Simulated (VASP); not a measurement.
# MnO2 (fluorite type) (Fm-3m) in VASP: further runs, part 2 of 2

VASP 6.6.1. Earlier steps stand in the parts before.

## Step 4: Single point, PBE

This run uses another cell than the first one, of 7.72 Å³/atom.

The input, INCAR:

```
SYSTEM = MnO2
  PREC = Accurate
  ENCUT = 520
  EDIFF = 1E-7
  ISMEAR = -1
  SIGMA = 0.06122561905347299
  LREAL = .False.
  LASPH = .True.
  NELM = 80
  ALGO = Normal
  ISIF = 2
  LWAVE = .False.
  LCHARG = .False.
  GGA = PE
  NBANDS = 20
```

The input, KPOINTS:

```
Automatic mesh
0
Gamma
  21 21 21
  0 0 0
```

The input, POSCAR:

```
MnO2
1.0
    0.0000000000      2.2627424124      2.2627424124
    2.2627424124      0.0000000000      2.2627424124
    2.2627424124      2.2627424124      0.0000000000
Mn O
1 2
Direct
    0.0000000000      0.0000000000      0.0000000000
    0.2500000000      0.2500000000      0.2500000000
    0.7500000000      0.7500000000      0.7500000000
```

On the command line:

```bash
cat potpaw_PBE.64/Mn_pv/POTCAR potpaw_PBE.64/O/POTCAR > POTCAR
mpirun -np 1 vasp_std > vasp.out
```

It took 3 min on 1 thread of Intel Xeon 8259CL, shared host; peak memory 0.24 GiB.

The run converged. Its results:

```
Free energy            : -22.0308 eV
Pressure               : 20.9 GPa
Band gap on the k mesh : zero (an odd number of electrons rules out a gap without spin polarisation)
```

Levels at points of the mesh, in eV from the Fermi level:
```
           k point  band 11  band 12  band 13  band 14  band 15  band 16
(0.00, 0.00, 0.00)    -1.43    -0.91    -0.91     3.29     3.29     3.29
```

Caveat: the cell stands under pressure; an odd number of electrons without spin polarisation forces a metal; a magnetic or distorted state may lie lower; the run has no spin polarisation, though such a crystal can be magnetic; semilocal functionals often make such compounds metallic where correlation or magnetic order opens a gap, which also shifts bond lengths. Spin polarisation is off, so any magnetic state and its effect on volume and gap are missing.

## Step 5: Single point, PBE

This run uses another cell than the first one, of 7.72 Å³/atom.

The input, INCAR:

```
PREC = Accurate
ENCUT = 520
EDIFF = 1E-6
ISMEAR = -1
SIGMA = 0.06122561905347299
LREAL = False
LASPH = True
NELM = 100
ALGO = Normal
ISIF = 2
LWAVE = False
LCHARG = False
GGA = PE
NBANDS = 20
```

The input, KPOINTS:

```
regular mesh
0
Gamma
  21 21 21
```

POSCAR is that of step 4.

Potentials or basis: VASP PAW PBE potentials, release 64 (Mn_pv, O).

On the command line:

```bash
cat potpaw_PBE.64/Mn_pv/POTCAR potpaw_PBE.64/O/POTCAR > POTCAR
mpirun -np 1 vasp_std > vasp.out
```

OUTCAR:

```text
PREC = Accurate
   ENCUT = 520
   EDIFF = 1E-6
   ISMEAR = -1
   LREAL = False
   LASPH = True
   NELM = 100
   ISIF = 2
   GGA = PE

 ion  position               nearest neighbor table
   1  0.000  0.000  0.000-   2 1.96   3 1.96   3 1.96   3 1.96   3 1.96   2 1.96   2 1.96   2 1.96

   2  0.250  0.250  0.250-   1 1.96   1 1.96   1 1.96   1 1.96
   3  0.750  0.750  0.750-   1 1.96   1 1.96   1 1.96   1 1.96

  LATTYP: Found a face centered cubic cell.
 ALAT       =     4.5254848248

  Lattice vectors:

[... 193 lines left out ...]
      6       0.6826      2.00000
[... 541 lines left out ...]
     19      26.5675      0.00000
     20      26.6243      0.00000

 [... further k-points ...]
[... 5 lines left out ...]
  --------------------------------------------------------------------------------------
  -------------------------------------------------------------------------------------
  Total        3.0294073      3.0294073      3.0294073      0.0000000      0.0000000     -0.0000000
  in kB      209.4753422    209.4753422    209.4753422      0.0000000      0.0000000     -0.0000000
  external PRESSURE =     209.4753422 kB  Pullay stress =       0.0000000 kB

 VOLUME and BASIS-vectors are now :
 -----------------------------------------------------------------------------
  energy-cutoff  :      520.00
  volume of cell :       23.17
      direct lattice vectors                 reciprocal lattice vectors
     0.000000000  2.262742412  2.262742412    -0.220970800  0.220970800  0.220970800
     2.262742412  0.000000000  2.262742412     0.220970800 -0.220970800  0.220970800
     2.262742412  2.262742412  0.000000000     0.220970800  0.220970800 -0.220970800

 POSITION                                       TOTAL-FORCE (eV/Angst)
 -----------------------------------------------------------------------------------
      0.00000      0.00000      0.00000        -0.000000     -0.000000      0.000000
      1.13137      1.13137      1.13137        -0.000000     -0.000000      0.000000
      3.39411      3.39411      3.39411         0.000000      0.000000     -0.000000
 -----------------------------------------------------------------------------------
    total drift:                               -0.000000      0.000000      0.000000

  FREE ENERGIE OF THE ION-ELECTRON SYSTEM (eV)
  ---------------------------------------------------
  free  energy   TOTEN  =       -22.0307579197 eV

  energy  without entropy=      -21.9755634828  energy(sigma->0) =      -22.00316070
```

stdout:

```text
POSCAR found type information on POSCAR MnO
 POSCAR found :  2 types and       3 ions
 scaLAPACK will be used
 LDA part: xc-table for (Slater+PW92), standard interpolation
 POSCAR, INCAR and KPOINTS ok, starting setup
 FFT: planning ... GRIDC
 FFT: planning ... GRID_SOFT
 FFT: planning ... GRID
 WAVECAR not read
 entering main loop
```

Wall time 2.8 min (1 thread of Intel Xeon 8259CL, shared host); peak memory 0.23 GiB.

Results:

| Item | Value |
| --- | --- |
| Free energy | -22.0308 eV |
| Pressure | 20.9 GPa |
| Band gap on the k mesh | zero (an odd number of electrons rules out a gap without spin polarisation) |

Levels at points of the mesh, in eV from the Fermi level:
```csv
k point,band 10,band 11,band 12,band 13,band 14,band 15,band 16,band 17
"(0.00, 0.00, 0.00)",-1.43,-1.43,-0.91,-0.91,3.29,3.29,3.29,8.69
```

Caveat: the cell stands under pressure; an odd number of electrons without spin polarisation forces a metal; a magnetic or distorted state may lie lower; the run has no spin polarisation, though such a crystal can be magnetic; semilocal functionals often make such compounds metallic where correlation or magnetic order opens a gap, which also shifts bond lengths. Spin polarisation is off, so any magnetic state and its effect on volume and gap are missing.
